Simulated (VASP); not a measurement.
The system is Al.

```
Al
1.0
     4.49160    0.00000    0.00000
    -2.24580    3.88984    0.00000
     0.00000    0.00000    2.72260
Al
2
Cartesian
  0.0000 2.5932 0.0000
  2.2458 1.2966 0.0000
```

| Item | Value |
| --- | --- |
| Program | VASP 6.6.1 |
| Task | relaxation of cell and atoms |
| Functional | PBE |
| Potentials or basis | VASP PAW PBE potentials, release 64 (Al) |
| Cutoff | 600 eV |
| k mesh | 7 × 7 × 10 |
| Occupations | fermi-dirac, width 0.05 eV |
| Spin | no spin polarisation |

At the start: pressure 1.6 GPa; volume 23.78 Å³/atom.

Task: Where does the relaxation end?

Result: Over 4 steps the energy falls by 4.3 meV/atom and the volume is 24.61 Å³/atom (+3.5 %); space group P6/mmm (No. 191, to 0.05 Å).

The path:
```tsv
step	energy change (eV)	largest force (eV/Å)	pressure (GPa)	volume (Å³)
1	0.0000	0.0003	1.63	47.57
2	-0.0085	0.0000	-0.04	49.25
3	-0.0085	0.0000	0.04	49.16
4	-0.0086	0.0000	-0.01	49.22
```

Final structure:
```
Al
1.0
     4.55031    0.00003    0.00000
    -2.27513    3.94070    0.00000
     0.00000    0.00000    2.74474
Al
2
Direct
  0.33333 0.66667 0.00000
  0.66667 0.33333 0.00000
```
